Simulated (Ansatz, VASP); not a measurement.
# One calculation of AlNi, two programs

```
Ni Al
1.0
     5.24392   -0.12760    0.16923
     2.46181   -0.27521   -5.98551
     2.49683    6.28705    0.29654
Ni Al
8 8
Direct
  0.01954 0.53501 0.45770
  0.51660 0.54655 0.43923
  0.01484 0.07344 0.97243
  0.24836 0.42386 0.04224
  0.70986 0.82158 0.21869
  0.49541 0.69500 0.79376
  0.76620 0.26652 0.69637
  0.99137 0.72637 0.81019
  0.24024 0.94274 0.56707
  0.75536 0.91810 0.54664
  0.52524 0.02681 0.94982
  0.75100 0.47987 0.01958
  0.21887 0.76947 0.18575
  0.49403 0.22451 0.28703
  0.26098 0.33689 0.70104
  0.97726 0.23201 0.30784
```

Alike in both runs: task single point; functional PBE; k mesh 7 × 6 × 5; occupations gaussian, width 0.1 eV; no spin polarisation.

```csv
,VASP,Ansatz
version,VASP 6.6.1,Ansatz 0.2.0
potentials or method,"VASP PAW PBE potentials, release 64 (Ni, Al), cutoff 520 eV","scalar-relativistic, plane waves, PAW"
valence electrons in the cell,104,168
```

```tsv
	VASP	Ansatz	Ansatz less VASP
gap on the k mesh at the Fermi level (eV)	none	none	-
pressure (GPa)	0.0	-0.1	-0.06
rms of the force components (eV/Å)	0.016	0.016	+0.0007
```

A gap of «none» marks a metal or a gap that the smearing closes. With one functional, cell and mesh, what is left measures potentials, basis and numerics. VASP's potentials hold 104 valence electrons a cell and Ansatz's 168, so a difference there can come from the potentials and not from the codes.
